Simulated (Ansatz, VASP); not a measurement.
# BaTiO3 in VASP and in Ansatz

```
Ba Ti O
1.0
     2.82767    1.63255    2.27138
    -2.82767    1.63255    2.27138
     0.00000   -3.26511    2.27138
Ba Ti O
1 1 3
Cartesian
  0.0000 0.0000 -0.0133
  0.0000 0.0000 3.3142
  0.0000 1.6110 2.3552
  -1.3952 -0.8055 2.3552
  1.3952 -0.8055 2.3552
```

Change from the starting cell: z stretched by -2 %, ions relaxed.

Alike in both runs: task relaxation of the atoms; functional PBE; k mesh 8 × 8 × 8; occupations fermi-dirac, width 0.02 eV; no spin polarisation.

```csv
,VASP,Ansatz
version,VASP 6.6.1,Ansatz 0.2.0
potentials or method,"VASP PAW PBE potentials, release 64 (Ba_sv, Ti_sv, O)","plane-wave PAW, scalar-relativistic"
plane-wave cutoff (eV),520,420
valence electrons in the cell,40,40
```

|  | VASP | Ansatz | Ansatz less VASP |
| --- | --- | --- | --- |
| gap on the k mesh at the Fermi level, each at its own relaxed structure (eV) | 2.09 | 2.21 | +0.117 |

Ansatz's warnings: stress scf threshold loose.

Neither program's run includes spin-orbit coupling.
